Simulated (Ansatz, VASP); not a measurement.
# Two plane-wave programs on CdS

```
Cd S
1.0
     4.16460    0.00000    0.00000
    -2.08230    3.60665    0.00000
     0.00000    0.00000    6.76601
Cd S
2 2
Direct
  0.33333 0.66667 0.99904
  0.66667 0.33333 0.49904
  0.33333 0.66667 0.37596
  0.66667 0.33333 0.87596
```

Alike in both runs: task single point; functional PBE; k mesh 12 × 12 × 4; occupations fermi-dirac, width 0.02 eV; no spin polarisation.

```csv
,VASP,Ansatz
version,VASP 6.6.1,Ansatz 0.2.0
potentials or method,"VASP PAW PBE potentials, release 64 (Cd, S)","plane waves, PAW"
plane-wave cutoff (eV),520,420
valence electrons in the cell,36,52
```

|  | VASP | Ansatz | Ansatz less VASP |
| --- | --- | --- | --- |
| gap on the k mesh at the Fermi level (eV) | 1.17 | 1.17 | -0.002 |
| pressure (GPa) | 1.7 | 1.4 | -0.32 |
| traceless stress, the component that is largest in VASP (GPa) | 0.05 | 0.05 | -0.001 |

With one functional, cell and mesh, what is left measures potentials, basis and numerics. VASP's potentials hold 36 valence electrons a cell and Ansatz's 52, so a difference there can come from the potentials and not from the codes.
